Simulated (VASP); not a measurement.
A run of VASP 6.6.1:

INCAR

```
SYSTEM = Cu3O
  PREC = Accurate
  ENCUT = 520
  EDIFF = 1E-6
  ISMEAR = 0
  SIGMA = 0.1
  LREAL = .FALSE.
  LASPH = .TRUE.
  NELM = 150
  ALGO = Normal
  ISIF = 2
  LWAVE = .FALSE.
  LCHARG = .FALSE.
  ISPIN = 2
  MAGMOM = -1 -1 1 0
  LORBIT = 11
  LMAXMIX = 4
  GGA = PE
  NBANDS = 32
```

Contents of KPOINTS:

```
Automatic mesh
0
G
  4 4 4
  0 0 0
```

File POSCAR:

```
Cu3O
1.0
    3.7817896900      0.0000000000      0.0000000000
    0.0000000000      3.7817896900      0.0000000000
    0.0000000000      0.0000000000      3.7817896900
Cu O
3 1
Direct
    0.5000000000      0.0000000000      0.0000000000
    0.0000000000      0.5000000000      0.0000000000
    0.0000000000      0.0000000000      0.5000000000
    0.0000000000      0.0000000000      0.0000000000
```

Potentials or basis: VASP PAW PBE potentials, release 64 (Cu, O).

Command:

```bash
$ cat potpaw_PBE.64/Cu/POTCAR potpaw_PBE.64/O/POTCAR > POTCAR
$ mpirun -np 1 vasp_std > vasp.out
```

Hardware: 1 thread of Intel(R) Xeon(R) Platinum 8488C (Sapphire Rapids) (shared host).

Question: How long does it take, and how much memory?

Answer: Run time: 44 s on 1 thread of Intel(R) Xeon(R) Platinum 8488C (Sapphire Rapids), on a shared host, peak memory 0.19 GiB. Counts: scf iterations 14, k points 18.
